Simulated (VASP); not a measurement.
# Sb (R-3m) in VASP: single point with PBEsol

Aim: the single point of Sb with PBEsol.

Everything below comes from runs of VASP 6.6.1. Logs are shortened: lines on timing, memory, paths and dates and some standing lists are left out, and cuts for length are marked.

### Step 1. The cell of the first run

Symmetry: R-3m, No. 166, trigonal system. The conventional cell has a = 4.322 Å, b = 4.322 Å, c = 11.064 Å, α = 90.00°, β = 90.00°, γ = 120.00°. Sb (site symmetry 3m) has 6 Sb at 2.93 to 3.30 Å within 3.9 Å.

### Step 2. Single point, PBEsol

INCAR reads:

```
SYSTEM = Sb
ALGO = Normal ; EDIFF = 1E-6
ENCUT = 500 ; GGA = PS
GGA_COMPAT = .FALSE. ; ISIF = 2
ISMEAR = 0 ; LASPH = .TRUE.
LCHARG = .FALSE. ; LREAL = .FALSE.
LWAVE = .FALSE. ; NBANDS = 22
NELM = 120 ; PREC = Accurate
SIGMA = 0.1
```

KPOINTS reads:

```
k-points
0
G
  18 18 18
  0 0 0
```

POSCAR reads:

```
Sb
1.0
    2.1610468774      1.2476809964      3.6880788114
   -2.1610468774      1.2476809964      3.6880788114
    0.0000000000     -2.4953619928      3.6880788114
Sb
2
Direct
    0.2356869044      0.2356869044      0.2356869044
    0.7643130956      0.7643130956      0.7643130956
```

Potentials or basis: VASP PAW PBE potentials, release 64 (Sb_d_GW).

Run with:

```console
$ cat potpaw_PBE.64/Sb_d_GW/POTCAR > POTCAR
$ mpirun -np 1 vasp_std > vasp.out
```

OUTCAR:

```text
SYSTEM = Sb
   EDIFF = 1E-6
   ENCUT = 500
   GGA = PS
   ISIF = 2
   ISMEAR = 0
   LASPH = .TRUE.
   LREAL = .FALSE.
   NELM = 120
   PREC = Accurate

 ion  position               nearest neighbor table
   1  0.236  0.236  0.236-   2 2.93   2 2.93   2 2.93   2 3.30   2 3.30   2 3.30
   2  0.764  0.764  0.764-   1 2.93   1 2.93   1 2.93   1 3.30   1 3.30   1 3.30

  LATTYP: Found a trigonal (rhomboedric) cell.
 ALAT       =     4.4529492243
 COS(alpha) =     0.5289544721

  Lattice vectors:

 A1 = (   2.1610468774,   1.2476809964,   3.6880788114)
 A2 = (  -2.1610468774,   1.2476809964,   3.6880788114)
 A3 = (   0.0000000000,  -2.4953619928,   3.6880788114)

Analysis of symmetry for initial positions (statically):
=====================================================================
 Subroutine PRICEL returns:
 Original cell was already a primitive cell.

 Routine SETGRP: Setting up the symmetry group for a
 trigonal (rhombohedral) supercell.

 Subroutine GETGRP returns: Found 12 space group operations
 (whereof 12 operations were pure point group operations)
 out of a pool of 12 trial point group operations.

The static configuration has the point symmetry D_3d.

Analysis of symmetry for dynamics (positions and initial velocities):
=====================================================================
 Subroutine PRICEL returns:
 Original cell was already a primitive cell.

 Routine SETGRP: Setting up the symmetry group for a
 trigonal (rhombohedral) supercell.

 Subroutine GETGRP returns: Found 12 space group operations
 (whereof 12 operations were pure point group operations)
 out of a pool of 12 trial point group operations.

The dynamic configuration has the point symmetry D_3d.

 Subroutine INISYM returns: Found 12 space group operations
 (whereof 12 operations are pure point group operations),
 and found     1 'primitive' translations

----------------------------------------------------------------------------------------

                                     Primitive cell

  volume of cell :      59.6649

  direct lattice vectors                    reciprocal lattice vectors
     2.161046877  1.247680996  3.688078811     0.231369345  0.133581153  0.090381293
    -2.161046877  1.247680996  3.688078811    -0.231369345  0.133581153  0.090381293
     0.000000000 -2.495361993  3.688078811     0.000000000 -0.267162307  0.090381293

  length of vectors
     4.452949224  4.452949224  4.452949224     0.282036303  0.282036303  0.282036303

  position of ions in fractional coordinates (direct lattice)
     0.235686904  0.235686904  0.235686904
     0.764313096  0.764313096  0.764313096

  ion indices of the primitive-cell ions
   primitive index   ion index
                 1           1
                 2           2

----------------------------------------------------------------------------------------

 KPOINTS: k-points

Automatic generation of k-mesh.
 Grid dimensions read from file:
 generate k-points for:   18   18   18

 Generating k-lattice:

  Cartesian coordinates                     Fractional coordinates (reciprocal lattice)
     0.012853852  0.007421175  0.005021183     0.055555556  0.000000000  0.000000000
    -0.012853852  0.007421175  0.005021183     0.000000000  0.055555556  0.000000000
     0.000000000 -0.014842350  0.005021183     0.000000000  0.000000000  0.055555556

  Length of vectors
     0.015668684  0.015668684  0.015668684

  Shift w.r.t. Gamma in fractional coordinates (k-lattice)
     0.000000000  0.000000000  0.000000000

 Subroutine IBZKPT returns following result:
 ===========================================

 Found    580 irreducible k-points:

 Following reciprocal coordinates:
            Coordinates               Weight
  0.000000  0.000000  0.000000      1.000000
  0.055556  0.000000  0.000000      6.000000
  0.111111  0.000000  0.000000      6.000000
  0.166667 -0.000000  0.000000      6.000000
  0.222222  0.000000  0.000000      6.000000
  0.277778 -0.000000  0.000000      6.000000
[... 16 lines left out ...]
 -0.277778  0.055556  0.000000     12.000000
 -0.222222  0.055556  0.000000     12.000000
 [... further k-points ...]
   k-points           NKPTS =    580   k-points in BZ     NKDIM =    580   number of bands    NBANDS=     22
   number of dos      NEDOS =    301   number of ions     NIONS =      2
   total plane-waves  NPLWV =  32768
   dimension x,y,z NGX =    32 NGY =   32 NGZ =   32
   dimension x,y,z NGXF=    64 NGYF=   64 NGZF=   64
   ions per type =               2
   NGX,Y,Z   is equivalent  to a cutoff of  11.95, 11.95, 11.95 a.u.
   NGXF,Y,Z  is equivalent  to a cutoff of  23.89, 23.89, 23.89 a.u.
 SYSTEM =  Sb
   PREC   = accura    normal or accurate (medium, high low for compatibility)
   ISTART =      0    job   : 0-new  1-cont  2-samecut
   ICHARG =      2    charge: 1-file 2-atom 10-const
   ISPIN  =      1    spin polarized calculation?
   LNONCOLLINEAR =      F non collinear calculations
   LSORBIT =      F    spin-orbit coupling
   LASPH  =      T    aspherical Exc in radial PAW
   ENCUT  =  500.0 eV  36.75 Ry    6.06 a.u.   8.12  8.12  8.12*2*pi/ulx,y,z
   NELM   =    120;   NELMIN=  2; NELMDL= -5     # of ELM steps
   EDIFF  = 0.1E-05   stopping-criterion for ELM
   LREAL  =      F    real-space projection
   EDIFFG = 0.1E-04   stopping-criterion for IOM
   NSW    =      0    number of steps for IOM
   IBRION =     -1    ionic relax: 0-MD 1-quasi-New 2-CG
   NFREE  =      0    steps in history (QN), initial steepest desc. (CG)
   ISIF   =      2    stress and relaxation
   ISYM   =      2    0-nonsym 1-usesym 2-fastsym
   POTIM  = 0.5000    time-step for ionic-motion
   TEBEG  =    0.0;   TEEND  =   0.0 temperature during run
   PSTRESS=    0.0 pullay stress
   NELECT =      30.0000    total number of electrons
   NUPDOWN=      -1.0000    fix difference up-down
   EMIN   =  10.00;   EMAX   =-10.00  energy-range for DOS
   EFERMI =   0.00;   METHOD = LEGACY
   ISMEAR =     0;   SIGMA  =   0.10  broadening in eV -4-tet -1-fermi 0-gaus
   EFERMI_NEDOS =   21; number of points for ismear=-14 and -15
   IALGO  =     38    algorithm
   IMIX   =      4    mixing-type and parameters
     AMIX     =   0.40;   BMIX     =  1.00
     AMIX_MAG =   1.60;   BMIX_MAG =  1.00
  volume/ion in A,a.u.               =      29.83       201.32
  Fermi-wavevector in a.u.,A,eV,Ry     =   1.301794  2.460033 23.057344  1.694667
  Thomas-Fermi vector in A             =   2.432904
   LORBIT       =      0    0 simple, 1 ext, 2 COOP (PROOUT), +10 PAW based schemes
   GGA     = PS    functional components
   LHFCALC =     F    Hartree Fock is set to
   AEXX    =    0.0000 exact exchange contribution
   IVDW    =     0    specifies the selected vdW correction
   LEPSILON=     F    determine dielectric tensor
   LRPA    =     F    only Hartree local field effects (RPA)
 non-spin polarized calculation
 Gauss-broadening in eV      SIGMA  =   0.10
  energy-cutoff  :      500.00
  volume of cell :       59.66
 maximum number of plane-waves:      1538
   NGX = 17   NGY = 17   NGZ = 17

 number of electron      29.9999997 magnetization

 Free energy of the ion-electron system (eV)
  ---------------------------------------------------
  ext. energy  EPLUGINS =         0.00000000
  ---------------------------------------------------
  free energy    TOTEN  =        -9.16080711 eV

  energy without entropy =       -9.15982278  energy(sigma->0) =       -9.16031495

 E-fermi :   5.2569     XC(G=0): -10.1265

 val. band max:        5.2466432625   @ k =   0.3889   0.2778   0.2778
 cond. band min:       5.2628912223   @ k =   0.4444   0.0556   0.0556
 fundamental gap:      0.0162479599
 Fermi energy:         5.2569478315

 k-point     1 :       0.0000    0.0000    0.0000
  band No.  band energies     occupation
      1     -24.0413      2.00000
      2     -24.0413      2.00000
      3     -23.9517      2.00000
      4     -23.9517      2.00000
      5     -23.9315      2.00000
      6     -23.8393      2.00000
[... 14 lines left out ...]
     21      10.4417      0.00000
     22      11.8025      0.00000

 k-point     2 :       0.0556    0.0000    0.0000
  band No.  band energies     occupation
      1     -24.0399      2.00000
      2     -24.0395      2.00000
      3     -23.9511      2.00000
      4     -23.9507      2.00000
      5     -23.9307      2.00000
      6     -23.8401      2.00000
[... 14 lines left out ...]
     21      10.3641      0.00000
     22      12.1084      0.00000

 k-point     3 :       0.1111    0.0000    0.0000
  band No.  band energies     occupation
      1     -24.0356      2.00000
      2     -24.0340      2.00000
      3     -23.9491      2.00000
      4     -23.9478      2.00000
      5     -23.9283      2.00000
      6     -23.8425      2.00000
[... 14 lines left out ...]
     21      10.4093      0.00000
     22      12.7889      0.00000

 k-point     4 :       0.1667   -0.0000    0.0000
  band No.  band energies     occupation
      1     -24.0288      2.00000
      2     -24.0251      2.00000
      3     -23.9461      2.00000
      4     -23.9429      2.00000
      5     -23.9243      2.00000
      6     -23.8465      2.00000
[... 14 lines left out ...]
     21      10.6678      0.00000
     22      13.6861      0.00000

 k-point     5 :       0.2222    0.0000    0.0000
  band No.  band energies     occupation
      1     -24.0199      2.00000
      2     -24.0131      2.00000
      3     -23.9422      2.00000
      4     -23.9365      2.00000
      5     -23.9188      2.00000
      6     -23.8519      2.00000
[... 14 lines left out ...]
     21      11.0841      0.00000
     22      14.7216      0.00000

 k-point     6 :       0.2778   -0.0000    0.0000
  band No.  band energies     occupation
      1     -24.0095      2.00000
      2     -23.9984      2.00000
      3     -23.9378      2.00000
      4     -23.9287      2.00000
      5     -23.9121      2.00000
      6     -23.8591      2.00000
[... 14 lines left out ...]
     21      11.6348      0.00000
     22      15.8856      0.00000

 k-point     7 :       0.3333    0.0000    0.0000
  band No.  band energies     occupation
      1     -23.9986      2.00000
      2     -23.9817      2.00000
      3     -23.9334      2.00000
      4     -23.9199      2.00000
      5     -23.9044      2.00000
      6     -23.8690      2.00000
[... 324 lines left out ...]
      6     -23.8875      2.00000
[... 14 lines left out ...]
     21      14.1114      0.00000
     22      14.9023      0.00000

 k-point    21 :      -0.3889    0.0556   -0.0000
  band No.  band energies     occupation
      1     -23.9904      2.00000
      2     -23.9503      2.00000
      3     -23.9289      2.00000
      4     -23.9080      2.00000
      5     -23.8962      2.00000
      6     -23.8842      2.00000
[... 14 lines left out ...]
     21      14.0857      0.00000
     22      15.0668      0.00000

 k-point    22 :      -0.3333    0.0556   -0.0000
  band No.  band energies     occupation
      1     -24.0002      2.00000
      2     -23.9676      2.00000
      3     -23.9327      2.00000
      4     -23.9166      2.00000
      5     -23.8985      2.00000
      6     -23.8786      2.00000
[... 14 lines left out ...]
     21      13.2336      0.00000
     22      15.7801      0.00000

 k-point    23 :      -0.2778    0.0556    0.0000
  band No.  band energies     occupation
      1     -24.0109      2.00000
      2     -23.9850      2.00000
      3     -23.9370      2.00000
      4     -23.9253      2.00000
      5     -23.9065      2.00000
      6     -23.8685      2.00000
[... 14 lines left out ...]
     21      12.4554      0.00000
     22      15.3505      0.00000

 k-point    24 :      -0.2222    0.0556    0.0000
  band No.  band energies     occupation
      1     -24.0210      2.00000
      2     -24.0010      2.00000
      3     -23.9413      2.00000
      4     -23.9330      2.00000
      5     -23.9144      2.00000
      6     -23.8594      2.00000
[... 14 lines left out ...]
     21      11.7672      0.00000
     22      14.4278      0.00000

 [... further k-points ...]

------------------------ aborting loop because EDIFF is reached ----------------------------------------

  FORCE on cell =-STRESS in cart. coord.  units (eV):
  Direction    XX          YY          ZZ          XY          YZ          ZX
  --------------------------------------------------------------------------------------
  -------------------------------------------------------------------------------------
  Total       -0.0412094     -0.0412094     -0.0309912      0.0000000      0.0000000      0.0000000
  in kB       -1.1065928     -1.1065928     -0.8322050      0.0000000      0.0000000      0.0000000
  external PRESSURE =      -1.0151302 kB  Pullay stress =       0.0000000 kB

 VOLUME and BASIS-vectors are now :
 -----------------------------------------------------------------------------
  energy-cutoff  :      500.00
  volume of cell :       59.66
      direct lattice vectors                 reciprocal lattice vectors
     2.161046877  1.247680996  3.688078811     0.231369345  0.133581153  0.090381293
    -2.161046877  1.247680996  3.688078811    -0.231369345  0.133581153  0.090381293
     0.000000000 -2.495361993  3.688078811     0.000000000 -0.267162307  0.090381293

 POSITION                                       TOTAL-FORCE (eV/Angst)
 -----------------------------------------------------------------------------------
      0.00000      0.00000      2.60770         0.000000      0.000000      0.017748
      0.00000      0.00000      8.45654         0.000000     -0.000000     -0.017748
 -----------------------------------------------------------------------------------
    total drift:                                0.000000     -0.000000      0.000000

  FREE ENERGIE OF THE ION-ELECTRON SYSTEM (eV)
  ---------------------------------------------------
  free  energy   TOTEN  =        -9.1608071093 eV

  energy  without entropy=       -9.1598227834  energy(sigma->0) =       -9.16031495
```

It took 3.4 min on 1 thread of Intel Xeon 6975P-C (Granite Rapids), shared host; peak memory 0.75 GiB.

Results:

| Item | Value |
| --- | --- |
| Free energy | -9.1608 eV |
| Pressure | -0.1 GPa |
| Largest force | 0.018 eV/Å |
| Band gap on the k mesh | zero (bands 15 and 16 overlap by 0.26 eV) |

Forces in eV/Å, atoms in the order of the input:
```
Sb   0.000  0.000  0.018
Sb   0.000  0.000 -0.018
```

Caveat: the PAW data sets were made with another functional, which shifts forces and pressure a little; spin-orbit coupling is left out, which moves the levels of the heavy elements.
